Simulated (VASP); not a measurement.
# FeO (Fm-3m) in VASP: settings compared, part 2 of 2

VASP 6.6.1.

### Step 3. Relaxation of cell and atoms, PBEsol+D4, collinear spin, ferromagnetic start

This run uses another cell than the first one, of 10.01 Å³/atom.

INCAR

```
SYSTEM = FeO
PREC     = Accurate       ! precision mode
ENCUT    = 600            ! plane-wave cutoff, eV
EDIFF    = 1E-7           ! SCF threshold, eV
ISMEAR   = -1             ! smearing method
SIGMA    = 0.05           ! smearing width, eV
LREAL    = .FALSE.        ! projectors in reciprocal space
LASPH    = .TRUE.         ! aspherical terms in the spheres
NELM     = 150            ! most SCF steps
ALGO     = Normal         ! electronic algorithm
ISIF     = 3              ! what is computed and relaxed
LWAVE    = .FALSE.        ! write WAVECAR
LCHARG   = .FALSE.        ! write CHGCAR
ISPIN    = 2              ! spin polarisation
MAGMOM   = 3 0            ! initial moments
LORBIT   = 11             ! projections on sites
LMAXMIX  = 4              ! l up to which the mixer works
GGA      = PS             ! functional
IVDW     = 13             ! dispersion correction
IBRION   = 2              ! ionic algorithm
NSW      = 60             ! ionic steps
EDIFFG   = -0.01          ! ionic threshold
```

KPOINTS

```
regular mesh
0
G
  11 11 11
  0 0 0
```

POSCAR

```
FeO
1.0
    0.0000000000      2.1554000000      2.1554000000
    2.1554000000      0.0000000000      2.1554000000
    2.1554000000      2.1554000000      0.0000000000
Fe O
1 1
Direct
    0.0000000000      0.0000000000      0.0000000000
    0.5000000000      0.5000000000      0.5000000000
```

Potentials or basis: VASP PAW PBE potentials, release 64 (Fe, O).

Run with:

```
> cat potpaw_PBE.64/Fe/POTCAR potpaw_PBE.64/O/POTCAR > POTCAR
> mpirun -np 1 vasp_std > vasp.out
```

OUTCAR:

```text
SYSTEM = FeO
   PREC = Accurate
   ENCUT = 600
   EDIFF = 1E-7
   ISMEAR = -1
   LREAL = .FALSE.
   LASPH = .TRUE.
   NELM = 150
   ISIF = 3
   ISPIN = 2
   LORBIT = 11
   GGA = PS
   IVDW = 13
   IBRION = 2
   NSW = 60
   EDIFFG = -0.01

 ion  position               nearest neighbor table
   1  0.000  0.000  0.000-   2 2.16   2 2.16   2 2.16   2 2.16   2 2.16   2 2.16
   2  0.500  0.500  0.500-   1 2.16   1 2.16   1 2.16   1 2.16   1 2.16   1 2.16

  LATTYP: Found a face centered cubic cell.
 ALAT       =     4.3108000000

  Lattice vectors:

 A1 = (   0.0000000000,   2.1554000000,   2.1554000000)
 A2 = (   2.1554000000,   0.0000000000,   2.1554000000)
 A3 = (   2.1554000000,   2.1554000000,   0.0000000000)

Analysis of symmetry for initial positions (statically):
=====================================================================
 Subroutine PRICEL returns:
 Original cell was already a primitive cell.

 Routine SETGRP: Setting up the symmetry group for a
 face centered cubic supercell.

 Subroutine GETGRP returns: Found 48 space group operations
 (whereof 48 operations were pure point group operations)
 out of a pool of 48 trial point group operations.

The static configuration has the point symmetry O_h .

Analysis of symmetry for dynamics (positions and initial velocities):
=====================================================================
 Subroutine PRICEL returns:
 Original cell was already a primitive cell.

 Routine SETGRP: Setting up the symmetry group for a
 face centered cubic supercell.

 Subroutine GETGRP returns: Found 48 space group operations
 (whereof 48 operations were pure point group operations)
 out of a pool of 48 trial point group operations.

The dynamic configuration has the point symmetry O_h .

Analysis of structural, dynamic, and magnetic symmetry:
=====================================================================
 Subroutine PRICEL returns:
 Original cell was already a primitive cell.

 Routine SETGRP: Setting up the symmetry group for a
 face centered cubic supercell.

 Subroutine GETGRP returns: Found 48 space group operations
[... 141 lines left out ...]
--------------------------------------- Ionic step        1  -------------------------------------------

 number of electron      13.9999999 magnetization       4.0006241

 Free energy of the ion-electron system (eV)
  ---------------------------------------------------
  ext. energy  EPLUGINS =         0.00000000
  ---------------------------------------------------
  free energy    TOTEN  =       -15.84571792 eV

  energy without entropy =      -15.83395863  energy(sigma->0) =      -15.83983827

------------------------ aborting loop because EDIFF is reached ----------------------------------------

  DFT-D4 for vdW energy calculation

  Edisp (eV):   -0.38604
[... 71 lines left out ...]
--------------------------------------- Ionic step        3  -------------------------------------------

 number of electron      14.0000000 magnetization       3.9977344

 Free energy of the ion-electron system (eV)
  ---------------------------------------------------
  ext. energy  EPLUGINS =         0.00000000
  ---------------------------------------------------
  free energy    TOTEN  =       -15.86846806 eV

  energy without entropy =      -15.85735862  energy(sigma->0) =      -15.86291334

 E-fermi :   6.6554     XC(G=0): -12.7100

 val. band max:        6.6530028245   @ k =  -0.3636   0.2727   0.0909
 cond. band min:       6.6701485153   @ k =  -0.1818   0.0909   0.0000
 fundamental gap:      0.0171456907
 Fermi energy:         6.6554122717

 spin component 1

 k-point     1 :       0.0000    0.0000    0.0000
  band No.  band energies     occupation
      1     -14.4852      1.00000
      2       2.6300      1.00000
      3       2.6300      1.00000
      4       2.6300      1.00000
      5       2.7219      1.00000
      6       2.7219      1.00000
      7       2.7219      1.00000
      8       2.9874      1.00000
      9       2.9874      1.00000
     10       6.9640      0.00208
     11      22.0803      0.00000
     12      23.9834      0.00000
     13      23.9834      0.00000
[... 356 lines left out ...]
      2      -1.0119      1.00000
      3       0.1594      1.00000
      4       0.6380      1.00000
      5       3.1199      1.00000
      6       3.4626      1.00000
      7       4.0024      1.00000
      8       4.1362      1.00000
      9       6.0896      0.99999
     10      10.6311      0.00000
     11      17.3351      0.00000
     12      18.8053      0.00000
     13      22.0400      0.00000

 [... further k-points ...]

 spin component 2

 k-point     1 :       0.0000    0.0000    0.0000
  band No.  band energies     occupation
      1     -13.9043      1.00000
      2       3.2510      1.00000
      3       3.2510      1.00000
      4       3.2510      1.00000
      5       5.8384      1.00000
      6       5.8385      1.00000
      7       5.8385      1.00000
      8       6.7515      0.12776
      9       6.7516      0.12736
     10       7.7899      0.00000
     11      22.1289      0.00000
     12      24.9891      0.00000
     13      24.9891      0.00000
[... 401 lines left out ...]
  FREE ENERGIE OF THE ION-ELECTRON SYSTEM (eV)
  ---------------------------------------------------
  free  energy   TOTEN  =       -16.1549115252 eV

  energy  without entropy=      -16.1438020882  energy(sigma->0) =      -16.14935681

 reached required accuracy - stopping structural energy minimisation

 total charge

# of ion       s       p       d       tot
------------------------------------------
    1        0.308   0.402   6.128   6.838
    2        1.547   3.446   0.000   4.994
--------------------------------------------------
tot          1.855   3.849   6.128  11.831

 magnetization (x)

# of ion       s       p       d       tot
------------------------------------------
    1        0.026   0.022   3.552   3.601
    2        0.032   0.282   0.000   0.314
--------------------------------------------------
tot          0.059   0.304   3.552   3.915
```

Wall time 2.5 min (1 thread of Intel Xeon 8259CL, shared host); peak memory 0.18 GiB.

Results:

```
Free energy                                           : -16.1549 eV
Relaxed volume                                        : 9.49 Å³/atom
Relaxed cell                                          : a = 2.994 Å, b = 2.994 Å, c = 2.994 Å, α = 60.00°, β = 60.00°, γ = 60.00°
Space group after relaxing (to 0.1 Å)                 : Fm-3m (No. 225)
Ionic steps                                           : 3
Pressure after relaxing                               : 0.0 GPa
Band gap on the k mesh                                : zero (filled and empty bands overlap)
Net moment                                            : 4.00 μB per cell
Site moments                                          : Fe +3.60; O +0.31 μB
Valence electrons inside the program's atomic spheres : Fe 6.84; O 4.99
Dispersion energy per atom                            : -0.143 eV
```

The path:
| step | energy change (eV) | largest force (eV/Å) | pressure (GPa) | volume (Å³) |
| --- | --- | --- | --- | --- |
| 1 | 0.0000 | 0.0000 | -10.95 | 20.03 |
| 2 | 0.1052 | 0.0000 | 10.50 | 18.11 |
| 3 | 0.0768 | 0.0000 | 0.01 | 18.98 |

Final structure:
```
Fe O
1.0
     0.00000    2.11728    2.11728
     2.11728    0.00000    2.11728
     2.11728    2.11728    0.00000
Fe O
1 1
Direct
  0.00000 0.00000 0.00000
  0.50000 0.50000 0.50000
```

Levels at points of the mesh, in eV from the Fermi level:
Spin up:
```csv
k point,band 6,band 7,band 8,band 9,band 10,band 11,band 12,band 13
"(0.00, 0.00, 0.00)",-3.93,-3.93,-3.67,-3.67,0.31,15.42,17.33,17.33
```
Spin down:
```tsv
k point	band 2	band 3	band 4	band 5	band 6	band 7	band 8	band 9
(0.00, 0.00, 0.00)	-3.40	-3.40	-3.40	-0.82	-0.82	-0.82	0.10	0.10
```

Caveat: the PAW data sets were made with another functional, which shifts forces and pressure a little; a cell with one magnetic atom can't hold antiferromagnetic order, which such compounds often take; semilocal functionals often make such compounds metallic where correlation or magnetic order opens a gap, which also shifts bond lengths. With open d or f shells a metallic result of PBEsol can be an artefact of self-interaction; +U or a hybrid may open a gap.

### Step 4. Relaxation of cell and atoms, RPBE+D3(BJ), collinear spin, ferromagnetic start

This run uses another cell than the first one, of 10.01 Å³/atom.

INCAR

```
SYSTEM = FeO
PREC = Accurate
ENCUT = 600
EDIFF = 1E-6
ISMEAR = -1
SIGMA = 0.05
LREAL = .FALSE.
LASPH = .TRUE.
NELM = 150
ALGO = Normal
ISIF = 3
LWAVE = .FALSE.
LCHARG = .FALSE.
ISPIN = 2
MAGMOM = 3 0
LORBIT = 11
LMAXMIX = 4
GGA = RP
IVDW = 12
IBRION = 2
NSW = 60
EDIFFG = -0.01
```

KPOINTS is that of step 3.

POSCAR is that of step 3.

Run with:

```
> cat potpaw_PBE.64/Fe/POTCAR potpaw_PBE.64/O/POTCAR > POTCAR
> mpirun -np 1 vasp_std > vasp.out
```

Wall time 2.2 min (1 thread of Intel Xeon 8259CL, shared host); peak memory 0.19 GiB.

The run converged. Its results:

- Free energy: -15.8970 eV
- Relaxed volume: 9.47 Å³/atom
- Relaxed cell: a = 2.992 Å, b = 2.992 Å, c = 2.992 Å, α = 60.00°, β = 60.00°, γ = 60.00°
- Space group after relaxing (to 0.1 Å): Fm-3m (No. 225)
- Energy gained by relaxing: 19.6 meV/atom
- Ionic steps: 3
- Pressure after relaxing: -0.1 GPa
- Band gap on the k mesh: zero (filled and empty bands overlap)
- Net moment: 4.00 μB per cell
- Site moments: Fe +3.62; O +0.31 μB
- Valence electrons inside the program's atomic spheres: Fe 6.82; O 5.04
- Dispersion energy per atom: -0.922 eV

Step by step:
```csv
step,energy change (eV),largest force (eV/Å),pressure (GPa),volume (Å³)
1,0.0000,0.0000,-10.85,20.03
2,-0.0145,0.0000,10.30,18.13
3,-0.0392,0.0000,-0.05,18.93
```

Final structure:
```cif
data_structure
_symmetry_space_group_name_H-M 'P 1'
_symmetry_Int_Tables_number 1
_cell_length_a 2.9915
_cell_length_b 2.9915
_cell_length_c 2.9915
_cell_angle_alpha 60.000
_cell_angle_beta 60.000
_cell_angle_gamma 60.000
_cell_volume 18.93
loop_
_atom_site_label
_atom_site_type_symbol
_atom_site_fract_x
_atom_site_fract_y
_atom_site_fract_z
_atom_site_occupancy
Fe1 Fe 0.00000 0.00000 0.00000 1
O1 O 0.50000 0.50000 0.50000 1
```

Levels at points of the mesh, in eV from the Fermi level:
Spin up:
```
           k point  band 6  band 7  band 8  band 9  band 10  band 11  band 12  band 13
(0.00, 0.00, 0.00)   -4.01   -4.01   -3.77   -3.77     0.42    15.70    17.52    17.52
```
Spin down:
| k point | band 1 | band 2 | band 3 | band 4 | band 5 | band 6 | band 7 | band 8 | band 9 | band 10 |
| --- | --- | --- | --- | --- | --- | --- | --- | --- | --- | --- |
| (0.00, 0.00, 0.00) | -20.76 | -3.45 | -3.45 | -3.45 | -0.81 | -0.81 | -0.81 | 0.22 | 0.22 | 1.23 |

Caveat: the PAW data sets were made with another functional, which shifts forces and pressure a little; a cell with one magnetic atom can't hold antiferromagnetic order, which such compounds often take; semilocal functionals often make such compounds metallic where correlation or magnetic order opens a gap, which also shifts bond lengths.

### Step 5. Relaxation of cell and atoms, RPBE+D4, collinear spin, ferromagnetic start

This run uses another cell than the first one, of 10.01 Å³/atom.

INCAR

```
PREC = Accurate ; ENCUT = 600
EDIFF = 1E-6 ; ISMEAR = -1
SIGMA = 0.05 ; LREAL = F
LASPH = T ; NELM = 150
ALGO = Normal ; ISIF = 3
LWAVE = F ; LCHARG = F
ISPIN = 2 ; MAGMOM = 3 0
LORBIT = 11 ; LMAXMIX = 4
GGA = RP ; IVDW = 13
IBRION = 2 ; NSW = 60
EDIFFG = -0.01
```

KPOINTS

```
regular mesh
0
Gamma
  11 11 11
```

POSCAR is that of step 4.

Run with:

```
> cat potpaw_PBE.64/Fe/POTCAR potpaw_PBE.64/O/POTCAR > POTCAR
> mpirun -np 1 vasp_std > vasp.out
```

It took 4.2 min on 1 thread of Intel Xeon 8259CL, shared host; peak memory 0.18 GiB.

It converged, with:

```
Free energy                                           : -15.5556 eV
Relaxed volume                                        : 9.85 Å³/atom
Relaxed cell                                          : a = 3.031 Å, b = 3.031 Å, c = 3.031 Å, α = 60.00°, β = 60.00°, γ = 60.00°
Space group after relaxing (to 0.1 Å)                 : Fm-3m (No. 225)
Energy gained by relaxing                             : 2.4 meV/atom
Ionic steps                                           : 8
Pressure after relaxing                               : 0.0 GPa
Band gap on the k mesh                                : zero (filled and empty bands overlap)
Net moment                                            : 4.00 μB per cell
Site moments                                          : Fe +3.62; O +0.30 μB
Valence electrons inside the program's atomic spheres : Fe 6.75; O 5.02
Dispersion energy per atom                            : -0.721 eV
```

The path:
| step | energy change (eV) | largest force (eV/Å) | pressure (GPa) | volume (Å³) |
| --- | --- | --- | --- | --- |
| 1 | 0.0000 | 0.0000 | -3.86 | 20.03 |
| 2 | 0.4077 | 0.0000 | 5.44 | 19.34 |
| 3 | -0.0047 | 0.0000 | -1.11 | 19.73 |
| 4 | -0.0042 | 0.0000 | 8.60 | 19.66 |
| 5 | -0.0047 | 0.0000 | -1.02 | 19.72 |
| 6 | -0.0048 | 0.0000 | 0.18 | 19.69 |
| 7 | -0.0048 | 0.0000 | -0.31 | 19.70 |
| 8 | -0.0048 | 0.0000 | 0.01 | 19.70 |

Final structure:
```yaml
crystal:
  lattice:
    - [0.00000, 2.14349, 2.14349]
    - [2.14349, 0.00000, 2.14349]
    - [2.14349, 2.14349, 0.00000]
  atoms:
    - { symbol: Fe, position: [0.00000, 0.00000, 0.00000] }
    - { symbol: O, position: [0.50000, 0.50000, 0.50000] }
```

Levels at points of the mesh, in eV from the Fermi level:
Spin up:
```
           k point  band 5  band 6  band 7  band 8  band 9  band 10  band 11  band 12  band 13
(0.00, 0.00, 0.00)   -3.89   -3.89   -3.89   -3.76   -3.76     0.19    15.56    17.18    17.18
```
Spin down:
```csv
k point,band 1,band 2,band 3,band 4,band 5,band 6,band 7,band 8,band 9,band 10
"(0.00, 0.00, 0.00)",-20.44,-3.32,-3.32,-3.32,-0.75,-0.75,-0.75,0.24,0.24,0.98
```

Caveat: the PAW data sets were made with another functional, which shifts forces and pressure a little; a cell with one magnetic atom can't hold antiferromagnetic order, which such compounds often take; semilocal functionals often make such compounds metallic where correlation or magnetic order opens a gap, which also shifts bond lengths. With open d or f shells a metallic result of RPBE can be an artefact of self-interaction; +U or a hybrid may open a gap.

### Step 6. Overview

```tsv
task	level	cell	cutoff (eV)	gap on the mesh (eV)	pressure (GPa)	moment (μB)	relaxed volume (Å³/atom)
single point	RPBE+D4	a = 3.031 Å, angles 60.0°, 2 atoms	520	none	0.2	4.00	-
relaxation of cell and atoms	PBEsol+D4	relaxed from a = 3.048 Å, angles 60.0°, 2 atoms	600	none	0.0	4.00	9.49
relaxation of cell and atoms	RPBE+D3(BJ)	relaxed from a = 3.048 Å, angles 60.0°, 2 atoms	600	none	-0.1	4.00	9.47
relaxation of cell and atoms	RPBE+D4	relaxed from a = 3.048 Å, angles 60.0°, 2 atoms	600	none	0.0	4.00	9.85
```

Alike in all rows: potentials or basis VASP PAW PBE potentials, release 64 (Fe, O); spin collinear, ferromagnetic start; k mesh 11 × 11 × 11; smearing fermi-dirac 0.05 eV.

Caveats: the PAW data sets were made with another functional, which shifts forces and pressure a little; a cell with one magnetic atom can't hold antiferromagnetic order, which such compounds often take; semilocal functionals often make such compounds metallic where correlation or magnetic order opens a gap, which also shifts bond lengths.

Total energies depend on the potentials used, so only differences within one code and one set of settings carry meaning.

### Step 7. Comparison with measurements

Step 2. A measured gap of FeO is 2.4 eV (optical; quoted in “W\"ustite: Electric, thermodynamic and optical properties of FeO”, 2012, arxiv:1203.1201); the calculated 0.00 eV misses it by -2.40 eV. So large a miss can be the level of theory's own, or it may mean another phase, state or a wrong row. The value is that of RPBE+D4 on a finite k mesh, which can miss the band edges, without temperature or zero-point motion. Semilocal functionals fall short of measured gaps as a rule. The run's magnetic order (collinear spin, ferromagnetic start) needn't be the measured crystal's.
